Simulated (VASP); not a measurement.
# AlGa3N4: single point with r2SCAN

AlGa3N4:

```
Al Ga N
1.0
     4.47169    0.00000    0.00000
     0.00000    4.47169    0.00000
     0.00000    0.00000    4.47169
Al Ga N
1 3 4
Direct
  0.00000 0.00000 0.00000
  0.50000 0.50000 0.01677
  0.50000 0.00000 0.50000
  0.00000 0.50000 0.50000
  0.75571 0.75571 0.24429
  0.75571 0.24429 0.75571
  0.24429 0.75571 0.75571
  0.24429 0.24429 0.24429
```

This cell differs from its parent crystal: atom 2 (Ga) moved +0.075 Å along Cartesian [0 0 1].

| Quantity | Value |
| --- | --- |
| Program | VASP 6.6.1 |
| Task | single point |
| Functional | r2SCAN |
| Potentials or basis | VASP PAW PBE potentials, release 64 (Al, Ga_d, N) |
| Cutoff | 520 eV |
| k mesh | 6 × 6 × 6 |
| Occupations | gaussian, width 0.05 eV |
| Spin | no spin polarisation |

| Quantity | Value |
| --- | --- |
| Pressure | 0.0 GPa |
| Largest force | 1.358 eV/Å |
| Band gap on the k mesh | 2.74 eV, direct |

Forces on the atoms (eV/Å):
```
Al   0.000  0.000 -0.245
Ga   0.000  0.000 -1.358
Ga   0.000  0.000  0.357
Ga   0.000  0.000  0.357
N    0.199  0.199  0.234
N   -0.139  0.139  0.211
N    0.139 -0.139  0.211
N   -0.199 -0.199  0.234
```

Stress tensor (GPa, compression positive):
```
 0.07  1.09  0.00
 1.09  0.07  0.00
 0.00  0.00 -0.23
```

Levels at points of the mesh, in eV from the valence-band top:
```csv
k point,band 28,band 29,band 30,band 31,band 32,band 33,band 34,band 35
"(0.00, 0.00, 0.00)",-2.45,-0.06,-0.03,0.00,2.74,3.69,3.90,4.08
"(0.50, 0.00, 0.00)",-1.55,-1.55,-1.23,-1.22,5.37,5.48,6.76,6.76
"(0.00, 0.00, 0.50)",-1.73,-1.45,-1.28,-1.13,5.32,5.58,6.61,6.87
"(0.50, 0.50, 0.00)",-1.20,-1.05,-0.83,-0.61,7.19,7.41,7.42,7.90
"(0.00, 0.50, 0.50)",-1.04,-1.02,-0.99,-0.61,7.19,7.43,7.45,7.84
"(0.50, 0.50, 0.50)",-0.81,-0.76,-0.64,-0.58,5.48,5.50,5.52,6.84
```

Wall time 17 min on 1 thread of Intel Xeon 8259CL, on a shared host, peak memory 0.31 GiB.

Caveat: the cell differs from its parent crystal (atom 2 (Ga) moved +0.075 Å along Cartesian [0 0 1]); the PAW data sets were made with another functional, which shifts forces and pressure a little.
